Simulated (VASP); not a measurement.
# Cu: single point with r2SCAN

The system is Cu.

```xyz
2
Lattice="2.6122 0.0000 0.0000 -1.3061 2.2622 0.0000 0.0000 0.0000 4.2632" Properties=species:S:1:pos:R:3 pbc="T T T"
Cu    0.0000    1.5081    1.0658
Cu    1.3061    0.7541    3.1974
```

This isn't the form of Cu at room conditions, which is fcc.

| Quantity | Value |
| --- | --- |
| Program | VASP 6.6.1 |
| Task | single point |
| Functional | r2SCAN |
| Potentials or basis | VASP PAW PBE potentials, release 64 (Cu) |
| Cutoff | 520 eV |
| k mesh | 18 × 18 × 10 |
| Occupations | gaussian, width 0.1 eV |
| Spin | no spin polarisation |
| Dipole correction | no |
| Further INCAR settings | ALGO = Normal; EDIFF = 1e-06; NBANDS = 18 |

The pressure is -11.5 GPa and the band gap on the k mesh is zero (bands 11 and 12 overlap by 6.02 eV).

Stress tensor (GPa, compression positive):
```
-11.52   0.00   0.00
  0.00 -11.52   0.00
  0.00   0.00 -11.44
```

Levels at points of the mesh, in eV from the Fermi level:
| k point | band 9 | band 10 | band 11 | band 12 | band 13 | band 14 |
| --- | --- | --- | --- | --- | --- | --- |
| (0.00, 0.00, 0.00) | -2.39 | -1.71 | -1.71 | -0.79 | 3.71 | 21.66 |
| (0.50, 0.00, 0.00) | -1.58 | -1.53 | 0.05 | 1.56 | 7.86 | 8.24 |
| (0.00, 0.00, 0.50) | -1.91 | -1.91 | -1.91 | -1.91 | 12.51 | 12.51 |
| (0.50, 0.00, 0.50) | -1.56 | -1.56 | 0.64 | 0.64 | 4.79 | 4.79 |

It took 8.6 min on 1 thread of Intel(R) Xeon(R) Platinum 8259CL CPU @ 2.50GHz (Skylake/Cascade Lake), on a shared host, peak memory 0.2 GiB.

Caveat: the cell stands under tension; the PAW data sets were made with another functional, which shifts forces and pressure a little.
